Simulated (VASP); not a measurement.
Input of a VASP 6.6.1 run:

File INCAR:

```
PREC = Accurate ; ENCUT = 500
EDIFF = 1E-6 ; ISMEAR = 1
SIGMA = 0.3 ; LREAL = F
LASPH = T ; NELM = 120
ALGO = Normal ; ISIF = 2
LWAVE = F ; LCHARG = T
GGA = CA ; LELF = T
LVHAR = T ; NBANDS = 14
GGA_COMPAT = F
```

The input KPOINTS:

```
Automatic mesh
0
Gamma
  14 14 14
```

The input POSCAR:

```
Ir
1.0
    0.0000000000      1.9060927672      1.9060927672
    1.9060927672      0.0000000000      1.9060927672
    1.9060927672      1.9060927672      0.0000000000
Ir
1
Direct
    0.0000000000      0.0000000000      0.0000000000
```

Potentials or basis: VASP PAW LDA potentials, release 64 (Ir_sv_GW).

Launch:

```console
$ cat potpaw_LDA.64/Ir_sv_GW/POTCAR > POTCAR
$ mpirun -np 1 vasp_std > vasp.out
```

(1) Predict the pressure.

Answers

(1) -2.0 GPa.
